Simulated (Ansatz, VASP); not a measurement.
**B in VASP and in Ansatz**

```
B
1.0
    -1.06084    1.06084    1.61391
     1.06084   -1.06084    1.61391
     1.06084    1.06084   -1.61391
B
1
Direct
  0.00000 0.00000 0.00000
```

Alike in both runs: task relaxation of cell and atoms; functional r2SCAN; k mesh 10 × 10 × 10; occupations gaussian, width 0.1 eV; no spin polarisation.

|  | VASP | Ansatz |
| --- | --- | --- |
| version | VASP 6.6.1 | Ansatz 0.2.0 |
| potentials or method | VASP PAW PBE potentials, release 64 (B), cutoff 600 eV | scalar-relativistic, plane waves, PAW |
| valence electrons in the cell | 3 | 3 |

|  | VASP | Ansatz | Ansatz less VASP |
| --- | --- | --- | --- |
| gap on the k mesh at the Fermi level, each at its own relaxed structure (eV) | none | none | - |
| relaxed volume (Å³/atom) | 5.84 | 5.84 | -0.001 |
| relaxed cell length with the largest relative difference (Å) | 2.047 | 2.047 | +0.0002 |

VASP's potentials were made for PBE, not for r2SCAN. A gap of «none» marks a metal or a gap that the smearing closes.

The k mesh is coarse, so the values compare programs but aren't converged. Noted on VASP's run: the volume moved by over 15 % at a fixed basis, so the end points are rough.
